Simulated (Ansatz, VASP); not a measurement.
**Two plane-wave programs on Ru**

Contents of POSCAR:

```
Ru
1.0
    2.7058000000      0.0000000000      0.0000000000
   -1.3529000000      2.3432915376      0.0000000000
    0.0000000000      0.0000000000      4.2819000000
Ru
2
Direct
    0.6666666667      0.3333333333      0.7500000000
    0.3333333333      0.6666666667      0.2500000000
```

INCAR.step1

```
SYSTEM = Ru
  PREC = Accurate
  ENCUT = 600
  ISMEAR = -1
  SIGMA = 0.05
  LREAL = .FALSE.
  LASPH = .TRUE.
  NELM = 80
  GGA = PE
  ALGO = Normal
  EDIFF = 1E-4
  LWAVE = .TRUE.
  LCHARG = .FALSE.
```

The input INCAR.step2:

```
SYSTEM = Ru
  PREC = Accurate
  ENCUT = 600
  EDIFF = 1E-6
  ISMEAR = -1
  SIGMA = 0.05
  LREAL = .FALSE.
  LASPH = .TRUE.
  NELM = 80
  ALGO = Normal
  ISIF = 3
  LWAVE = .FALSE.
  LCHARG = .FALSE.
  METAGGA = R2SCAN
  LMIXTAU = .TRUE.
  IVDW = 13
  VDW_S6 = 1.0
  VDW_S8 = 0.6018749
  VDW_A1 = 0.51559235
  VDW_A2 = 5.77342911
  IBRION = 2
  NSW = 60
  EDIFFG = -0.01
  ISTART = 1
```

Contents of KPOINTS:

```
Automatic mesh
0
G
  11 11 6
  0 0 0
```

Contents of input.yaml:

```yaml
crystal:
  lattice:
    - [2.7058, 0.0, 0.0]
    - [-1.3529, 2.3432915376, 0.0]
    - [0.0, 0.0, 4.2819]
  atoms:
    - { symbol: Ru, position: [0.6666666667, 0.3333333333, 0.75] }
    - { symbol: Ru, position: [0.3333333333, 0.6666666667, 0.25] }
hamiltonian:
  xc: r2scan
  pseudopotentials: { kind: paw }
  dispersion: d4
kpoints:
  mp_grid: { grid: [11, 11, 6] }
scf:
  occupations: { method: fermi_dirac, width: 0.05 }
output:
  forces: true
  stress: true
  eigenvalues: true
relax:
  f_tol: 0.01
  max_steps: 40
  cell: { stress_tol: 0.05 }
```

Alike in both runs: task relaxation of cell and atoms; functional r2SCAN; dispersion D4; k mesh 11 × 11 × 6; occupations fermi-dirac, width 0.05 eV; no spin polarisation.

|  | VASP | Ansatz |
| --- | --- | --- |
| version | VASP 6.6.1 | Ansatz 0.2.0 |
| potentials or method | VASP PAW PBE potentials, release 64 (Ru_pv) | Ansatz PAW |
| plane-wave cutoff (eV) | 600 | 500 |
| valence electrons in the cell | 28 | 32 |

Ansatz gave:

| Item | Value |
| --- | --- |
| gap on the k mesh at the Fermi level, each at its own relaxed structure (eV) | none |
| relaxed volume (Å³/atom) | 13.42 |
| relaxed cell length with the largest relative difference (Å) | 4.261 |

**Question.** Which values does VASP return?

**Answer.** gap on the k mesh at the Fermi level, each at its own relaxed structure (eV): none; relaxed volume (Å³/atom): 13.48; relaxed cell length with the largest relative difference (Å): 4.268.

VASP's potentials were made for PBE, not for r2SCAN. A gap of «none» marks a metal or a gap that the smearing closes. VASP's potentials hold 28 valence electrons a cell and Ansatz's 32, so a difference there can come from the potentials and not from the codes.

Noted on Ansatz's run: the plane-wave basis is chosen anew once the cell has moved, so the energies of steps on either side of that aren't comparable.
